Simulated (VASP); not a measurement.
The system is AlN.

```
Al N
1.0
     0.00000    2.00702    2.00702
     2.00702    0.00000    2.00702
     2.00702    2.00702    0.00000
Al N
1 1
Direct
  0.50000 0.50000 0.50000
  0.00000 0.00000 0.00000
```

Base run:

- Program: VASP 6.6.1
- Functional: r2SCAN
- Potentials or basis: VASP PAW PBE potentials, release 64 (Al, N)
- Cutoff: 520 eV
- k mesh: 11 × 11 × 11
- Occupations: fermi-dirac, width 0.05 eV
- Spin: no spin polarisation

Its results: band gap on the k mesh 5.84 eV, indirect (least direct gap 6.85 eV); pressure 4.2 GPa.

Q: The run is repeated on the same cell with these changes: functional from r2SCAN to LDA; potentials or basis from VASP PAW PBE potentials, release 64 (Al, N) to VASP PAW LDA potentials, release 64 (Al, N). What comes out?

A: Band gap on the k mesh 4.80 eV, indirect (least direct gap 6.09 eV); pressure 0.0 GPa.

Caveats: the PAW data sets were made with another functional, which shifts forces and pressure a little (some runs).

A k mesh can miss the band edges.
